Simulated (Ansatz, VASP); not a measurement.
## Pd in VASP and in Ansatz

File INCAR:

```
  PREC = Accurate
  ENCUT = 520
  EDIFF = 1E-6
  ISMEAR = -1
  SIGMA = 0.05
  LREAL = F
  LASPH = T
  NELM = 60
  ALGO = Normal
  ISIF = 2
  LWAVE = F
  LCHARG = T
  LELF = T
  LVHAR = T
  NBANDS = 11
```

Contents of KPOINTS:

```
Automatic mesh
0
Gamma
  18 18 18
```

File POSCAR:

```
Pd
1.0
    0.0000000000      1.9186143454      1.9186143454
    1.9186143454      0.0000000000      1.9186143454
    1.9186143454      1.9186143454      0.0000000000
Pd
1
Direct
    0.0000000000      0.0000000000      0.0000000000
```

Input for Ansatz:

```yaml
crystal:
  lattice:
    - [0.0, 1.9186143454, 1.9186143454]
    - [1.9186143454, 0.0, 1.9186143454]
    - [1.9186143454, 1.9186143454, 0.0]
  atoms:
    - { symbol: Pd, position: [0.0, 0.0, 0.0] }
kpoints:
  mp_grid: { grid: [18, 18, 18] }
scf:
  occupations: { method: fermi_dirac, width: 0.05 }
hamiltonian:
  xc: lda
  pseudopotentials: { kind: all_electron, lapw: { basis_error: 0.00025 } }
output:
  forces: true
  stress: true
  eigenvalues: true
```

Change from the starting cell: volume scaled by 0.96.

Alike in both runs: task single point; functional LDA; k mesh 18 × 18 × 18; occupations fermi-dirac, width 0.05 eV; no spin polarisation.

|  | VASP | Ansatz |
| --- | --- | --- |
| version | VASP 6.6.1 | Ansatz 0.2.0 |
| potentials or method | VASP PAW LDA potentials, release 64 (Pd), cutoff 520 eV | all-electron LAPW, scalar-relativistic |

|  | VASP | Ansatz | Ansatz less VASP |
| --- | --- | --- | --- |
| pressure (GPa) | 0.6 | 0.4 | -0.29 |

LDA's correlation is that of Perdew and Zunger in VASP and of Perdew and Wang (1992) in Ansatz. Ansatz ran all-electron here, and VASP with PAW potentials.
